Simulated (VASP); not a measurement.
Write the native input for VASP 6.6.1 that does the following.

```
Task                   : single point
Functional             : BLYP
Potentials or basis    : VASP PAW PBE potentials, release 64 (Rb_sv)
Cutoff                 : 520 eV
k mesh                 : 8 × 8 × 5
Occupations            : fermi-dirac, width 0.1 eV
Spin                   : no spin polarisation
Dipole correction      : no
Further INCAR settings : ALGO = Normal; EDIFF = 1e-06; NBANDS = 16
```

The structure of Rb lies in POSCAR:

```
Rb
1.0
    5.1872265046      0.0000000000      0.0000000000
   -2.5936132523      4.4922699282      0.0000000000
    0.0000000000      0.0000000000      8.5403651062
Rb
2
Direct
    0.3333333333      0.6666666667      0.2500000000
    0.6666666667      0.3333333333      0.7500000000
```

This cell differs from its parent crystal: volume scaled by 1.04.

These files were run (other wordings do the same):

INCAR

```
SYSTEM = Rb
PREC     = Accurate       ! precision mode
ENCUT    = 520            ! plane-wave cutoff, eV
EDIFF    = 1E-6           ! SCF threshold, eV
ISMEAR   = -1             ! smearing method
SIGMA    = 0.1            ! smearing width, eV
LREAL    = .False.        ! projectors in reciprocal space
LASPH    = .True.         ! aspherical terms in the spheres
NELM     = 60             ! most SCF steps
ALGO     = Normal         ! electronic algorithm
ISIF     = 2              ! what is computed and relaxed
LWAVE    = .False.        ! write WAVECAR
LCHARG   = .False.        ! write CHGCAR
GGA      = B5             ! functional
ALDAX    = 1.0          
AGGAX    = 1.0          
AGGAC    = 1.0          
ALDAC    = 0.0          
NBANDS   = 16             ! bands
```

KPOINTS

```
regular mesh
0
Gamma
  8 8 5
  0 0 0
```

Potentials or basis: VASP PAW PBE potentials, release 64 (Rb_sv).

Command:

```console
$ cat potpaw_PBE.64/Rb_sv/POTCAR > POTCAR
$ mpirun -np 1 vasp_std > vasp.out
```

Results of the run:

* Pressure: -0.1 GPa
* Band gap on the k mesh: zero (band 9 reaches 0.96 eV, above the bottom of band 10 at -0.74 eV)

Caveat: the PAW data sets were made with another functional, which shifts forces and pressure a little.

It took 87 s on 1 thread of AMD EPYC 9R45 96-Core Processor (Zen 5), with other jobs on the host, peak memory 0.3 GiB.
